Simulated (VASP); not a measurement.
Set up this calculation in VASP 6.6.1, as the native input.

```yaml
Task: single point
Functional: PBE
Potentials_or_basis: VASP PAW PBE potentials, release 64 (Na_pv, Cu)
Cutoff: 520 eV
k_mesh: 2 × 2 × 2
Occupations: gaussian, width 0.15 eV
Spin: no spin polarisation
Dipole_correction: no
Further_INCAR_settings: LREAL = Auto; ALGO = Normal; EDIFF = 1e-06; NBANDS = 76
```

The structure of Na16Cu (a cell with a defect) lies in POSCAR:

```
Na16Cu
1.0
    8.4600000000      0.0000000000      0.0000000000
    0.0000000000      8.4600000000      0.0000000000
    0.0000000000      0.0000000000      8.4600000000
Na Cu
16 1
Direct
    0.0087211584      0.0000708038      0.0519904255
    0.4475676123      0.0003254137     -0.0401542553
   -0.0188380615      0.5001791962      0.0227076832
    0.0081172577      0.0000443262      0.4468776596
    0.2695778960      0.2727687943      0.2498994090
    0.5374609929      0.5004320331     -0.0242911348
    0.4475158392      0.0003178487      0.5395445626
    0.7137885343      0.2259491726      0.2494768322
   -0.0186678487      0.5001765957      0.4770192671
    0.2697900709      0.7274387707      0.2498737589
    0.2428758865      0.3031459811      0.7498565012
    0.5373021277      0.5004268322      0.5239628842
    0.7136679669      0.7744424350      0.2494481087
    0.8036778960      0.2103813239      0.7496711584
    0.2424352246      0.6978351064      0.7498561466
    0.8035778960      0.7901581560      0.7496852246
    0.1257721040      0.0006237589      0.7492823877
```

The input as run:

INCAR

```
PREC     = Accurate       # precision mode
ENCUT    = 520            # plane-wave cutoff, eV
EDIFF    = 1E-6           # SCF threshold, eV
ISMEAR   = 0              # smearing method
SIGMA    = 0.15           # smearing width, eV
LREAL    = Auto         
LASPH    = T              # aspherical terms in the spheres
NELM     = 60             # most SCF steps
ALGO     = Normal         # electronic algorithm
ISIF     = 2              # what is computed and relaxed
LWAVE    = F              # write WAVECAR
LCHARG   = F              # write CHGCAR
GGA      = PE             # functional
NBANDS   = 76             # bands
```

KPOINTS

```
regular mesh
0
Gamma
  2 2 2
```

Potentials or basis: VASP PAW PBE potentials, release 64 (Na_pv, Cu).

Run with:

```bash
$ cat potpaw_PBE.64/Na_pv/POTCAR potpaw_PBE.64/Cu/POTCAR > POTCAR
$ mpirun -np 1 vasp_std > vasp.out
```

It gave:

```yaml
Pressure: 0.1 GPa
Largest_force: 0.006 eV/Å
Band_gap_on_the_k_mesh: zero (an odd number of electrons rules out a gap without spin polarisation)
```

Caveat: the k points lie up to 0.37 Å⁻¹ apart, too coarse for converged energies and pressures of a metal.

Run time: 6.3 min on 1 thread of Intel(R) Xeon(R) Platinum 8559C (Emerald Rapids), on a shared host, peak memory 0.65 GiB.
